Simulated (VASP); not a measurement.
Crystal: BaTiO3.

```xyz
5
Lattice="3.9904 0.0000 0.0000 0.0000 3.9904 0.0000 0.0000 0.0000 4.1027" Properties=species:S:1:pos:R:3 pbc="T T T"
Ba    1.9952    1.9952    2.3900
Ti    0.0000    0.0000    0.4104
O     0.0000    1.9952    0.2635
O     1.9952    0.0000    0.2635
O     0.0000    0.0000    2.2522
```

```yaml
Program: VASP 6.6.1
Task: relaxation of cell and atoms
Functional: PBE
Potentials_or_basis: VASP PAW PBE potentials, release 64 (Ba_sv, Ti_sv, O)
Cutoff: 600 eV
k_mesh: 8 × 8 × 8
Occupations: gaussian, width 0.02 eV
Spin: no spin polarisation
```

At the start: pressure 2.9 GPa; volume 13.07 Å³/atom.

Where does the relaxation end?

Over 26 steps the energy falls by 3.9 meV/atom and the volume is 13.48 Å³/atom (+3.2 %); space group P4mm (No. 99, to 0.1 Å) before and after.

Step by step:
```
step  energy change (eV)  largest force (eV/Å)  pressure (GPa)  volume (Å³)
   1              0.0000                0.0546            2.94        65.33
   2             -0.0028                0.3534           -2.43        67.62
   3             -0.0110                0.1909           -0.05        66.54
   4             -0.0134                0.0816            0.00        66.69
   5             -0.0140                0.0609            0.05        66.81
   6             -0.0158                0.0646           -0.02        66.95
   7             -0.0186                0.0806           -0.13        67.34
   8             -0.0188                0.0862           -0.15        67.45
   9             -0.0193                0.0409            0.05        67.29
  10             -0.0193                0.0452            0.04        67.31
  11             -0.0195                0.0170            0.10        67.29
  12             -0.0196                0.0165            0.13        67.29
  13             -0.0195                0.0310           -0.21        67.43
  14             -0.0196                0.0146           -0.02        67.35
  15             -0.0196                0.0060            0.00        67.35
  16             -0.0196                0.0106            0.02        67.36
  17             -0.0197                0.0142            0.02        67.38
  18             -0.0196                0.0233           -0.06        67.45
  19             -0.0197                0.0203           -0.07        67.43
  20             -0.0197                0.0169           -0.05        67.41
  21             -0.0197                0.0162           -0.01        67.39
  22             -0.0197                0.0097            0.03        67.40
  23             -0.0197                0.0073            0.01        67.40
  24             -0.0197                0.0070            0.02        67.40
  25             -0.0197                0.0069            0.02        67.40
  26             -0.0197                0.0033            0.01        67.42
```

Final structure:
```xyz
5
Lattice="3.9962 0.0000 0.0000 0.0000 3.9962 0.0000 0.0000 0.0000 4.2216" Properties=species:S:1:pos:R:3 pbc="T T T"
Ba    1.9981    1.9981    2.4909
Ti    0.0000    0.0000    0.4593
O     3.9962    1.9981    0.2580
O     1.9981    0.0000    0.2580
O     0.0000    0.0000    2.2752
```
